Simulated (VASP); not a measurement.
The system is Ag.

```xyz
1
Lattice="0.0000 2.0427 2.0427 2.0427 0.0000 2.0427 2.0427 2.0427 0.0000" Properties=species:S:1:pos:R:3 pbc="T T T"
Ag    0.0000    0.0000    0.0000
```

| Property | Result |
| --- | --- |
| Program | VASP 6.6.1 |
| Task | relaxation of cell and atoms |
| Functional | PBEsol |
| Potentials or basis | VASP PAW PBE potentials, release 64 (Ag) |
| Cutoff | 500 eV |
| k mesh | 10 × 10 × 10 |
| Occupations | fermi-dirac, width 0.05 eV |
| Spin | no spin polarisation |

At the start: pressure -2.4 GPa; volume 17.05 Å³/atom.

Problem. How do energy, volume and symmetry change on relaxing?

Solution. Over 3 steps the energy falls by 2.9 meV/atom and the volume is 16.67 Å³/atom (-2.2 %); space group Fm-3m (No. 225, to 0.1 Å) before and after.

Step by step:
```csv
step,energy change (eV),largest force (eV/Å),pressure (GPa),volume (Å³)
1,0.0000,0.0000,-2.43,17.05
2,-0.0015,0.0000,1.87,16.42
3,-0.0029,0.0000,0.00,16.67
```

Final structure:
```
CELL_PARAMETERS angstrom
0.00000 2.02759 2.02759
2.02759 0.00000 2.02759
2.02759 2.02759 0.00000
ATOMIC_POSITIONS crystal
Ag 0.00000 0.00000 0.00000
```

Caveat: the PAW data sets were made with another functional, which shifts forces and pressure a little.
